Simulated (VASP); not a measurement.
Here is a VASP 6.6.1 calculation.

File INCAR:

```
PREC     = Accurate       # precision mode
ENCUT    = 600            # plane-wave cutoff, eV
EDIFF    = 1E-6           # SCF threshold, eV
ISMEAR   = -1             # smearing method
SIGMA    = 0.05           # smearing width, eV
LREAL    = F              # projectors in reciprocal space
LASPH    = T              # aspherical terms in the spheres
NELM     = 80             # most SCF steps
ALGO     = Normal         # electronic algorithm
ISIF     = 3              # what is computed and relaxed
LWAVE    = F              # write WAVECAR
LCHARG   = F              # write CHGCAR
GGA      = B5             # functional
ALDAX    = 1.0          
AGGAX    = 1.0          
AGGAC    = 1.0          
ALDAC    = 0.0          
IBRION   = 2              # ionic algorithm
NSW      = 60             # ionic steps
EDIFFG   = -0.01          # ionic threshold
```

KPOINTS

```
Automatic mesh
0
Gamma
  10 10 3
```

The input POSCAR:

```
MoS2
1.0
    3.1690000000      0.0000000000      0.0000000000
   -1.5845000000      2.7444345046      0.0000000000
    0.0000000000      0.0000000000     12.3240000000
Mo S
2 4
Direct
    0.6666666667      0.3333333333      0.7500000000
    0.3333333333      0.6666666667      0.2500000000
    0.6666666667      0.3333333333      0.3770000000
    0.3333333333      0.6666666667      0.8770000000
    0.6666666667      0.3333333333      0.1230000000
    0.3333333333      0.6666666667      0.6230000000
```

Potentials or basis: VASP PAW PBE potentials, release 64 (Mo_sv, S).

Launch:

```console
$ cat potpaw_PBE.64/Mo_sv/POTCAR potpaw_PBE.64/S/POTCAR > POTCAR
$ mpirun -np 1 vasp_std > vasp.out
```

Q: What does it give for the band gap on the k mesh?

A: 1.27 eV (least direct gap 1.69 eV).

Q: Estimate the space group after relaxing (to 0.1 Å).

A: P6_3/mmc (No. 194).

Step by step:
| step | energy change (eV) | largest force (eV/Å) | pressure (GPa) | volume (Å³) |
| --- | --- | --- | --- | --- |
| 1 | 0.0000 | 0.3308 | 9.46 | 107.18 |
| 2 | 0.1768 | 1.7045 | -9.42 | 124.38 |
| 3 | -0.1902 | 0.6359 | 0.09 | 113.95 |
| 4 | -0.2394 | 0.2668 | 0.04 | 115.87 |
| 5 | -0.2410 | 0.1843 | 0.05 | 116.28 |
| 6 | -0.2651 | 0.1108 | 0.46 | 116.92 |
| 7 | -0.3100 | 0.1227 | 1.89 | 118.80 |
| 8 | -0.2855 | 0.6644 | 5.42 | 122.38 |
| 9 | -0.3143 | 0.3935 | 3.52 | 120.44 |
| 10 | -0.3210 | 0.3602 | 3.32 | 120.89 |
| 11 | -0.3385 | 0.2635 | 2.70 | 122.25 |
| 12 | -0.3629 | 0.0792 | 1.57 | 124.97 |
| 13 | -0.3779 | 0.2521 | -0.31 | 130.45 |
| 14 | -0.3781 | 0.1899 | 0.03 | 129.43 |
| 15 | -0.3806 | 0.1736 | -0.01 | 129.84 |
| 16 | -0.3864 | 0.1223 | -0.12 | 131.10 |
| 17 | -0.3909 | 0.0125 | -0.30 | 133.65 |
| 18 | -0.3922 | 0.0281 | -0.03 | 133.88 |
| 19 | -0.3929 | 0.0823 | 0.31 | 134.17 |
| 20 | -0.3945 | 0.0499 | 0.25 | 134.59 |
| 21 | -0.3968 | 0.0424 | 0.07 | 135.83 |
| 22 | -0.3968 | 0.0539 | 0.06 | 135.99 |
| 23 | -0.3973 | 0.0542 | 0.04 | 136.43 |
| 24 | -0.3988 | 0.0521 | -0.02 | 137.77 |
| 25 | -0.4008 | 0.0398 | -0.06 | 140.44 |
| 26 | -0.4014 | 0.0199 | -0.02 | 145.80 |
| 27 | -0.4017 | 0.0036 | -0.02 | 144.02 |

Caveat: the volume moved by over 15 % at a fixed basis, so the end points are rough; the PAW data sets were made with another functional, which shifts forces and pressure a little; this functional lacks dispersion, which binds layers or chains, so the pressure and a relaxed spacing across them are unreliable. Zero-point motion and thermal expansion aren't in these numbers.
